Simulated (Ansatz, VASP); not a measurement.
**One calculation of W, two programs**

File INCAR:

```
ALGO = Normal
EDIFF = 1E-6
ENCUT = 520
ISIF = 2
ISMEAR = -1
LASPH = T
LCHARG = T
LELF = T
LREAL = F
LVHAR = T
LWAVE = F
NBANDS = 21
NELM = 80
PREC = Accurate
SIGMA = 0.1
```

The input KPOINTS:

```
k-points
0
Gamma
  11 11 11
```

The input POSCAR:

```
W
1.0
    0.0000000000      2.7369036366      2.7369036366
    2.7369036366      0.0000000000      2.7369036366
    2.7369036366      2.7369036366      0.0000000000
W
2
Direct
    0.1250000000      0.1250000000      0.1250000000
    0.8750000000      0.8750000000      0.8750000000
```

Input for Ansatz:

```yaml
crystal:
  lattice:
    - [0.0, 2.7369036366, 2.7369036366]
    - [2.7369036366, 0.0, 2.7369036366]
    - [2.7369036366, 2.7369036366, 0.0]
  atoms:
    - { symbol: W, position: [0.125, 0.125, 0.125] }
    - { symbol: W, position: [0.875, 0.875, 0.875] }
hamiltonian:
  xc: lda
  pseudopotentials:
    kind: paw
    azcp:
      W: "pseudopotentials/W.paw.azcp"
basis:
  ecutwfc: 420
  fft_grid_basis: typed
kpoints:
  mp_grid: { grid: [11, 11, 11], shift: [0, 0, 0] }
magnetization:
  spin_polarized: false
scf:
  occupations: { method: fermi_dirac, width: 0.1 }
  lower_state_search: "off"
output:
  stress: true
  write_density: true
  write_potential: true
  elf: true
  volumetric_format: npy
```

Alike in both runs: task single point; functional LDA; k mesh 11 × 11 × 11; occupations fermi-dirac, width 0.1 eV; no spin polarisation.

```csv
,VASP,Ansatz
version,VASP 6.6.1,Ansatz 0.2.0
potentials or method,"VASP PAW LDA potentials, release 64 (W_sv), cutoff 520 eV","plane waves (420 eV) with PAW, scalar-relativistic"
valence electrons in the cell,28,28
```

|  | VASP | Ansatz | Ansatz less VASP |
| --- | --- | --- | --- |
| pressure (GPa) | 24.5 | 22.2 | -2.28 |

Ansatz warns that its potentials were made for another functional, while VASP's fit it. LDA's correlation is that of Perdew and Zunger in VASP and of Perdew and Wang (1992) in Ansatz.

Neither program's run includes spin-orbit coupling.
